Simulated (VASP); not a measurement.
Write the native input for VASP 6.6.1 that does the following.

```yaml
Task: single point
Functional: PBE
Potentials_or_basis: VASP PAW PBE potentials, release 64 (Hf_pv, C)
Cutoff: 520 eV
k_mesh: 12 × 12 × 8
Occupations: gaussian, width 0.1 eV
Spin: no spin polarisation
Dipole_correction: no
Further_INCAR_settings: ALGO = Normal; EDIFF = 1e-06; NBANDS = 32
```

The structure of Hf3C4 lies in POSCAR:

```
Hf3C4
1.0
    5.3093506000      0.0000000000      0.0000000000
   -2.6546753000      4.5980324972      0.0000000000
    0.0000000000      0.0000000000      5.2470942326
Hf C
3 4
Direct
    0.0000000000      0.0000000000      0.0000000000
    0.6666666667      0.3333333333      0.0000000000
    0.3333333333      0.6666666667      0.0000000000
    0.0000000000      0.0000000000      0.6186166406
    0.0000000000      0.0000000000      0.3813833594
    0.3333333333      0.6666666667      0.5000000000
    0.6666666667      0.3333333333      0.5000000000
```

The input as run:

INCAR

```
ALGO = Normal
EDIFF = 1E-6
ENCUT = 520
GGA = PE
ISIF = 2
ISMEAR = 0
LASPH = T
LCHARG = F
LREAL = F
LWAVE = F
NBANDS = 32
NELM = 80
PREC = Accurate
SIGMA = 0.1
```

KPOINTS

```
k-points
0
Gamma
  12 12 8
```

Potentials or basis: VASP PAW PBE potentials, release 64 (Hf_pv, C).

Command:

```console
$ cat potpaw_PBE.64/Hf_pv/POTCAR potpaw_PBE.64/C/POTCAR > POTCAR
$ mpirun -np 1 vasp_std > vasp.out
```

Results of the run:

```
Pressure               : 0.0 GPa
Largest force          : 0.015 eV/Å
Band gap on the k mesh : zero (band 23 reaches 3.15 eV, above the bottom of band 24 at 2.23 eV)
```

Caveat: spin-orbit coupling is left out, which moves the levels of the heavy elements.

Wall time 5.3 min on 1 thread of Intel Xeon 6975P-C, with other jobs on the host, peak memory 0.46 GiB.
